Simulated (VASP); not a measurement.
# N (P3m1) in VASP: notebook

The runs below take N through single point, with PBEsol.

Program: VASP 6.6.1. These are calculated values, not measurements. Logs are shortened: lines on timing, memory, paths and dates and some standing lists are left out, and cuts for length are marked.

## 1. The cell of the first run

Symmetry: P3m1, No. 156, trigonal system. The conventional cell has a = 4.167 Å, b = 4.167 Å, c = 7.006 Å, α = 90.00°, β = 90.00°, γ = 120.00°. N (site symmetry 3m) has 1 N at 0.88 Å within 1.2 Å. N (site symmetry 3m) has 1 N at 0.88 Å within 1.2 Å. N (site symmetry 3m) has 1 N at 1.11 Å within 1.5 Å. N (site symmetry 3m) has 1 N at 1.11 Å within 1.5 Å.

## 2. Single point, PBEsol (atom 1 (N) moved by (+0.000, -0.225) A along y and z)

INCAR

```
SYSTEM = N
PREC = Accurate ; ENCUT = 520
EDIFF = 1E-7 ; ISMEAR = 0
SIGMA = 0.05 ; LREAL = .FALSE.
LASPH = .TRUE. ; NELM = 100
ALGO = Normal ; ISIF = 2
LWAVE = .FALSE. ; LCHARG = .FALSE.
GGA = PS ; NBANDS = 18
```

KPOINTS

```
regular mesh
0
G
  6 6 4
  0 0 0
```

POSCAR

```
N
1.0
    4.1672328106      0.0000000000      0.0000000000
   -2.0836164053      3.6089294775      0.0000000000
    0.0000000000      0.0000000000      7.0060035100
N
4
Direct
    0.3333333333      0.6666666667      0.2968147264
    0.3333333333      0.6666666667      0.1710699600
    0.6666666667      0.3333333333      0.8289300400
    0.6666666667      0.3333333333      0.6710699600
```

Potentials or basis: VASP PAW PBE potentials, release 64 (N).

Run with:

```bash
$ cat potpaw_PBE.64/N/POTCAR > POTCAR
$ mpirun -np 1 vasp_std > vasp.out
```

OUTCAR:

```text
SYSTEM = N
   PREC = Accurate
   ENCUT = 520
   EDIFF = 1E-7
   ISMEAR = 0
   LREAL = .FALSE.
   LASPH = .TRUE.
   NELM = 100
   ISIF = 2
   GGA = PS

 ion  position               nearest neighbor table
   1  0.333  0.667  0.297-   2 0.88
   2  0.333  0.667  0.171-   1 0.88
   3  0.667  0.333  0.829-   4 1.11
   4  0.667  0.333  0.671-   3 1.11

 -----------------------------------------------------------------------------
|                                                                             |
|           W    W    AA    RRRRR   N    N  II  N    N   GGGG   !!!           |
|           W    W   A  A   R    R  NN   N  II  NN   N  G    G  !!!           |
|           W    W  A    A  R    R  N N  N  II  N N  N  G       !!!           |
|           W WW W  AAAAAA  RRRRR   N  N N  II  N  N N  G  GGG   !            |
|           WW  WW  A    A  R   R   N   NN  II  N   NN  G    G                |
|           W    W  A    A  R    R  N    N  II  N    N   GGGG   !!!           |
|                                                                             |
|     The distance between some ions is very small. Please check the          |
|     nearest-neighbor list in the OUTCAR file.                               |
|     I HOPE YOU KNOW WHAT YOU ARE DOING!                                     |
|                                                                             |
 -----------------------------------------------------------------------------

  LATTYP: Found a hexagonal cell.
 ALAT       =     4.1672328106
 C/A-ratio  =     1.6812124084

  Lattice vectors:

 A1 = (   4.1672328106,   0.0000000000,   0.0000000000)
 A2 = (  -2.0836164053,   3.6089294775,   0.0000000000)
 A3 = (   0.0000000000,   0.0000000000,   7.0060035100)

Analysis of symmetry for initial positions (statically):
=====================================================================
 Subroutine PRICEL returns:
 Original cell was already a primitive cell.

 Routine SETGRP: Setting up the symmetry group for a
 hexagonal supercell.

 Subroutine GETGRP returns: Found  6 space group operations
 (whereof  6 operations were pure point group operations)
 out of a pool of 24 trial point group operations.

The static configuration has the point symmetry C_3v.

Analysis of symmetry for dynamics (positions and initial velocities):
=====================================================================
 Subroutine PRICEL returns:
 Original cell was already a primitive cell.

 Routine SETGRP: Setting up the symmetry group for a
 hexagonal supercell.

 Subroutine GETGRP returns: Found  6 space group operations
 (whereof  6 operations were pure point group operations)
 out of a pool of 24 trial point group operations.

The dynamic configuration has the point symmetry C_3v.

 Subroutine INISYM returns: Found  6 space group operations
 (whereof  6 operations are pure point group operations),
 and found     1 'primitive' translations

----------------------------------------------------------------------------------------

                                     Primitive cell

  volume of cell :     105.3650

  direct lattice vectors                    reciprocal lattice vectors
     4.167232811  0.000000000  0.000000000     0.239967395  0.138545240  0.000000000
    -2.083616405  3.608929477  0.000000000     0.000000000  0.277090480  0.000000000
     0.000000000  0.000000000  7.006003510     0.000000000  0.000000000  0.142734727

  length of vectors
     4.167232811  4.167232811  7.006003510     0.277090480  0.277090480  0.142734727

  position of ions in fractional coordinates (direct lattice)
     0.333333333  0.666666667  0.296814726
     0.333333333  0.666666667  0.171069960
     0.666666667  0.333333333  0.828930040
     0.666666667  0.333333333  0.671069960

  ion indices of the primitive-cell ions
   primitive index   ion index
                 1           1
                 2           2
                 3           3
                 4           4

----------------------------------------------------------------------------------------

 KPOINTS: regular mesh

Automatic generation of k-mesh.
 Grid dimensions read from file:
 generate k-points for:    6    6    4

 Generating k-lattice:

  Cartesian coordinates                     Fractional coordinates (reciprocal lattice)
     0.039994566  0.023090873  0.000000000     0.166666667  0.000000000  0.000000000
     0.000000000  0.046181747  0.000000000     0.000000000  0.166666667  0.000000000
     0.000000000  0.000000000  0.035683682     0.000000000  0.000000000  0.250000000

  Length of vectors
     0.046181747  0.046181747  0.035683682

  Shift w.r.t. Gamma in fractional coordinates (k-lattice)
     0.000000000  0.000000000  0.000000000

 Subroutine IBZKPT returns following result:
 ===========================================

 Found     24 irreducible k-points:

 Following reciprocal coordinates:
            Coordinates               Weight
  0.000000  0.000000  0.000000      1.000000
  0.166667  0.000000  0.000000      6.000000
  0.333333  0.000000  0.000000      6.000000
  0.500000  0.000000  0.000000      3.000000
  0.166667  0.166667  0.000000      6.000000
  0.333333  0.166667  0.000000     12.000000
[... 16 lines left out ...]
  0.333333  0.166667  0.500000     12.000000
  0.333333  0.333333  0.500000      2.000000
   k-points           NKPTS =     24   k-points in BZ     NKDIM =     24   number of bands    NBANDS=     18
   number of dos      NEDOS =    301   number of ions     NIONS =      4
   total plane-waves  NPLWV =  55296
   dimension x,y,z NGX =    32 NGY =   32 NGZ =   54
   dimension x,y,z NGXF=    64 NGYF=   64 NGZF=  108
   ions per type =               4
   NGX,Y,Z   is equivalent  to a cutoff of  12.77, 12.77, 12.81 a.u.
   NGXF,Y,Z  is equivalent  to a cutoff of  25.53, 25.53, 25.63 a.u.
 SYSTEM =  N
   PREC   = accura    normal or accurate (medium, high low for compatibility)
   ISTART =      0    job   : 0-new  1-cont  2-samecut
   ICHARG =      2    charge: 1-file 2-atom 10-const
   ISPIN  =      1    spin polarized calculation?
   LNONCOLLINEAR =      F non collinear calculations
   LSORBIT =      F    spin-orbit coupling
   LASPH  =      T    aspherical Exc in radial PAW
   ENCUT  =  520.0 eV  38.22 Ry    6.18 a.u.   7.75  7.75 13.03*2*pi/ulx,y,z
   NELM   =    100;   NELMIN=  2; NELMDL= -5     # of ELM steps
   EDIFF  = 0.1E-06   stopping-criterion for ELM
   LREAL  =      F    real-space projection
   EDIFFG = 0.1E-05   stopping-criterion for IOM
   NSW    =      0    number of steps for IOM
   IBRION =     -1    ionic relax: 0-MD 1-quasi-New 2-CG
   NFREE  =      0    steps in history (QN), initial steepest desc. (CG)
   ISIF   =      2    stress and relaxation
   ISYM   =      2    0-nonsym 1-usesym 2-fastsym
   POTIM  = 0.5000    time-step for ionic-motion
   TEBEG  =    0.0;   TEEND  =   0.0 temperature during run
   PSTRESS=    0.0 pullay stress
   NELECT =      20.0000    total number of electrons
   NUPDOWN=      -1.0000    fix difference up-down
   EMIN   =  10.00;   EMAX   =-10.00  energy-range for DOS
   EFERMI =   0.00;   METHOD = LEGACY
   ISMEAR =     0;   SIGMA  =   0.05  broadening in eV -4-tet -1-fermi 0-gaus
   EFERMI_NEDOS =   21; number of points for ismear=-14 and -15
   IALGO  =     38    algorithm
   IMIX   =      4    mixing-type and parameters
     AMIX     =   0.40;   BMIX     =  1.00
     AMIX_MAG =   1.60;   BMIX_MAG =  1.00
  volume/ion in A,a.u.               =      26.34       177.76
  Fermi-wavevector in a.u.,A,eV,Ry     =   0.940848  1.777944 12.043801  0.885194
  Thomas-Fermi vector in A             =   2.068300
   LORBIT       =      0    0 simple, 1 ext, 2 COOP (PROOUT), +10 PAW based schemes
   GGA     = PS    functional components
   LHFCALC =     F    Hartree Fock is set to
   AEXX    =    0.0000 exact exchange contribution
   IVDW    =     0    specifies the selected vdW correction
   LEPSILON=     F    determine dielectric tensor
   LRPA    =     F    only Hartree local field effects (RPA)
 non-spin polarized calculation
 Gauss-broadening in eV      SIGMA  =   0.05
  energy-cutoff  :      520.00
  volume of cell :      105.37
 maximum number of plane-waves:      2882
 NGX is ok and might be reduce to    32
   NGX = 15   NGY = 15   NGZ = 27

 number of electron      20.0000000 magnetization

 Free energy of the ion-electron system (eV)
  ---------------------------------------------------
  ext. energy  EPLUGINS =         0.00000000
  ---------------------------------------------------
  free energy    TOTEN  =       -26.67385968 eV

  energy without entropy =      -26.67385968  energy(sigma->0) =      -26.67385968

 E-fermi :  -6.5100     XC(G=0):  -5.6836

 val. band max:       -6.8048928548   @ k =   0.0000   0.0000   0.0000
 cond. band min:       0.6512243535   @ k =   0.5000   0.0000   0.0000
 fundamental gap:      7.4561172083
 Fermi energy:        -6.5100307720

 k-point     1 :       0.0000    0.0000    0.0000
  band No.  band energies     occupation
      1     -28.7311      2.00000
      2     -25.2732      2.00000
      3     -11.1428      2.00000
      4     -11.1428      2.00000
      5     -10.5523      2.00000
      6      -8.8432      2.00000
[... 10 lines left out ...]
     17       5.8276      0.00000
     18       9.7530      0.00000

 k-point     2 :       0.1667    0.0000    0.0000
  band No.  band energies     occupation
      1     -28.7316      2.00000
      2     -25.2696      2.00000
      3     -11.1852      2.00000
      4     -11.1520      2.00000
      5     -10.5210      2.00000
      6      -8.8456      2.00000
[... 10 lines left out ...]
     17       6.5094      0.00000
     18       8.2563      0.00000

 k-point     3 :       0.3333    0.0000    0.0000
  band No.  band energies     occupation
      1     -28.7285      2.00000
      2     -25.2627      2.00000
      3     -11.2670      2.00000
      4     -11.1700      2.00000
      5     -10.4565      2.00000
      6      -8.8557      2.00000
[... 10 lines left out ...]
     17       6.6767      0.00000
     18       7.7301      0.00000

 k-point     4 :       0.5000    0.0000    0.0000
  band No.  band energies     occupation
      1     -28.7272      2.00000
      2     -25.2593      2.00000
      3     -11.3062      2.00000
      4     -11.1793      2.00000
      5     -10.4233      2.00000
      6      -8.8676      2.00000
[... 10 lines left out ...]
     17       6.1836      0.00000
     18       7.2120      0.00000

 k-point     5 :       0.1667    0.1667    0.0000
  band No.  band energies     occupation
      1     -28.7292      2.00000
      2     -25.2644      2.00000
      3     -11.2391      2.00000
      4     -11.1737      2.00000
      5     -10.4729      2.00000
      6      -8.8513      2.00000
[... 10 lines left out ...]
     17       7.0925      0.00000
     18       7.4103      0.00000

 k-point     6 :       0.3333    0.1667    0.0000
  band No.  band energies     occupation
      1     -28.7264      2.00000
      2     -25.2593      2.00000
      3     -11.2855      2.00000
      4     -11.2011      2.00000
      5     -10.4235      2.00000
      6      -8.8607      2.00000
[... 307 lines left out ...]
 k-point    21 :       0.5000    0.0000    0.5000
  band No.  band energies     occupation
      1     -28.7280      2.00000
      2     -25.2594      2.00000
      3     -11.3198      2.00000
      4     -11.1786      2.00000
      5     -10.3983      2.00000
      6      -9.0115      2.00000
[... 10 lines left out ...]
     17       6.0768      0.00000
     18       6.2991      0.00000

 k-point    22 :       0.1667    0.1667    0.5000
  band No.  band energies     occupation
      1     -28.7294      2.00000
      2     -25.2645      2.00000
      3     -11.2495      2.00000
      4     -11.1740      2.00000
      5     -10.4422      2.00000
      6      -9.0025      2.00000
[... 10 lines left out ...]
     17       7.3712      0.00000
     18       7.8073      0.00000

 k-point    23 :       0.3333    0.1667    0.5000
  band No.  band energies     occupation
      1     -28.7266      2.00000
      2     -25.2593      2.00000
      3     -11.2977      2.00000
      4     -11.2025      2.00000
      5     -10.3975      2.00000
      6      -8.9956      2.00000
[... 10 lines left out ...]
     17       6.2156      0.00000
     18       6.7146      0.00000

 k-point    24 :       0.3333    0.3333    0.5000
  band No.  band energies     occupation
      1     -28.7254      2.00000
      2     -25.2577      2.00000
      3     -11.2737      2.00000
      4     -11.2530      2.00000
      5     -10.3825      2.00000
      6      -8.9771      2.00000
[... 10 lines left out ...]
     17       6.0848      0.00000
     18       6.3646      0.00000

------------------------ aborting loop because EDIFF is reached ----------------------------------------

  FORCE on cell =-STRESS in cart. coord.  units (eV):
  Direction    XX          YY          ZZ          XY          YZ          ZX
  --------------------------------------------------------------------------------------
  -------------------------------------------------------------------------------------
  Total       -0.3307498     -0.3307498     74.4763629      0.0000000     -0.0000000     -0.0000000
  in kB       -5.0293707     -5.0293707   1132.4851922      0.0000000     -0.0000000     -0.0000000
  external PRESSURE =     374.1421503 kB  Pullay stress =       0.0000000 kB

 VOLUME and BASIS-vectors are now :
 -----------------------------------------------------------------------------
  energy-cutoff  :      520.00
  volume of cell :      105.37
      direct lattice vectors                 reciprocal lattice vectors
     4.167232811  0.000000000  0.000000000     0.239967395  0.138545240  0.000000000
    -2.083616405  3.608929477  0.000000000     0.000000000  0.277090480  0.000000000
     0.000000000  0.000000000  7.006003510     0.000000000  0.000000000  0.142734727

 POSITION                                       TOTAL-FORCE (eV/Angst)
 -----------------------------------------------------------------------------------
     -0.00000      2.40595      2.07949        -0.000000     -0.000000     84.534284
     -0.00000      2.40595      1.19852         0.000000      0.000000    -84.519798
      2.08362      1.20298      5.80749         0.000000      0.000000      0.878269
      2.08362      1.20298      4.70152        -0.000000     -0.000000     -0.892755
 -----------------------------------------------------------------------------------
    total drift:                                0.000000     -0.000000     -0.000965

  FREE ENERGIE OF THE ION-ELECTRON SYSTEM (eV)
  ---------------------------------------------------
  free  energy   TOTEN  =       -26.6738596802 eV

  energy  without entropy=      -26.6738596802  energy(sigma->0) =      -26.67385968
```

Wall time 34 s (1 thread of Intel Xeon Platinum 8488C (Sapphire Rapids), shared host); peak memory 0.22 GiB.

Results:

```
Free energy            : -26.6739 eV
Pressure               : 37.4 GPa
Largest force          : 84.534 eV/Å
Band gap on the k mesh : 7.46 eV, indirect (least direct gap 7.64 eV)
```

Forces in eV/Å, atoms in the order of the input:
```
N     0.000   0.000  84.534
N     0.000   0.000 -84.520
N     0.000   0.000   0.878
N     0.000   0.000  -0.893
```

Caveat: the cell differs from its parent crystal (atom 1 (N) moved by (+0.000, -0.225) A along y and z); the standard files for N, O and F lose accuracy on very short bonds; the PAW data sets were made with another functional, which shifts forces and pressure a little. A k mesh can miss the band edges.

## 3. Single point, PBEsol (atom 1 (N) moved by (+0.000, +0.225) A along y and z)

INCAR

```
  PREC = Accurate
  ENCUT = 520
  EDIFF = 1E-7
  ISMEAR = 0
  SIGMA = 0.05
  LREAL = F
  LASPH = T
  NELM = 100
  ALGO = Normal
  ISIF = 2
  LWAVE = F
  LCHARG = T
  GGA = PS
  LELF = T
  LVHAR = T
  NBANDS = 18
```

KPOINTS

```
Automatic mesh
0
Gamma
  6 6 4
```

Changes to POSCAR since step 2:

```diff
@@ -8,3 +8,3 @@
 Direct
-    0.3333333333      0.6666666667      0.2968147264
+    0.3333333333      0.6666666667      0.3610453536
     0.3333333333      0.6666666667      0.1710699600
```

Potentials or basis: VASP PAW PBE potentials, release 64 (N).

Run with:

```bash
$ cat potpaw_PBE.64/N/POTCAR > POTCAR
$ mpirun -np 1 vasp_std > vasp.out
```

It took 35 s on 1 thread of Intel Xeon Platinum 8488C (Sapphire Rapids), shared host; peak memory 0.21 GiB.

Results (log left out):

```yaml
Free_energy: -31.9712 eV
Pressure: -9.4 GPa
Largest_force: 14.882 eV/Å
Band_gap_on_the_k_mesh: 5.24 eV, indirect (least direct gap 5.44 eV)
```

Forces on the atoms (eV/Å):
```
N     0.000   0.000 -14.882
N     0.000   0.000  14.862
N     0.000   0.000   0.919
N     0.000   0.000  -0.898
```

Stress tensor (GPa, compression positive):
```
  0.07   0.00   0.00
  0.00   0.07   0.00
  0.00   0.00 -28.46
```

Levels at points of the mesh, in eV from the valence-band top:
```
           k point  band 7  band 8  band 9  band 10  band 11  band 12  band 13  band 14
(0.00, 0.00, 0.00)   -1.23   -0.33   -0.33     0.00     5.60     5.60     7.71     7.71
(0.50, 0.00, 0.00)   -1.02   -0.46   -0.40    -0.20     5.24     5.48     7.23     7.68
(0.00, 0.00, 0.50)   -0.75   -0.38   -0.33    -0.33     5.62     5.62     7.68     7.68
(0.50, 0.00, 0.50)   -0.72   -0.63   -0.42    -0.38     5.31     5.55     7.23     7.59
```

Caveat: the cell differs from its parent crystal (atom 1 (N) moved by (+0.000, +0.225) A along y and z); the standard files for N, O and F lose accuracy on very short bonds; the PAW data sets were made with another functional, which shifts forces and pressure a little. A k mesh can miss the band edges.
